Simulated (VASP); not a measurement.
Here is a VASP 6.6.1 calculation.

The input INCAR:

```
SYSTEM = As
PREC = Accurate
ENCUT = 600
EDIFF = 1E-6
ISMEAR = -1
SIGMA = 0.05
LREAL = .False.
LASPH = .True.
NELM = 120
ALGO = Normal
ISIF = 2
LWAVE = .False.
LCHARG = .False.
GGA = PE
NBANDS = 22
GGA_COMPAT = .False.
```

File KPOINTS:

```
regular mesh
0
Gamma
  17 17 9
  0 0 0
```

Contents of POSCAR:

```
As
1.0
    2.5641950219      0.0000000000      0.0000000000
   -1.2820975110      2.2206580293      0.0000000000
    0.0000000000      0.0000000000      4.0702959788
As
2
Direct
    0.3333333333      0.6666666667      0.2500000000
    0.6666666667      0.3333333333      0.7500000000
```

Potentials or basis: VASP PAW PBE potentials, release 64 (As_d).

Launch:

```console
$ cat potpaw_PBE.64/As_d/POTCAR > POTCAR
$ mpirun -np 1 vasp_std > vasp.out
```

**Question.** Estimate the band gap on the k mesh.

**Answer.** Zero (band 15 reaches 18.50 eV, above the bottom of band 16 at 4.66 eV).

**Question.** Predict the pressure.

**Answer.** 121.1 GPa.
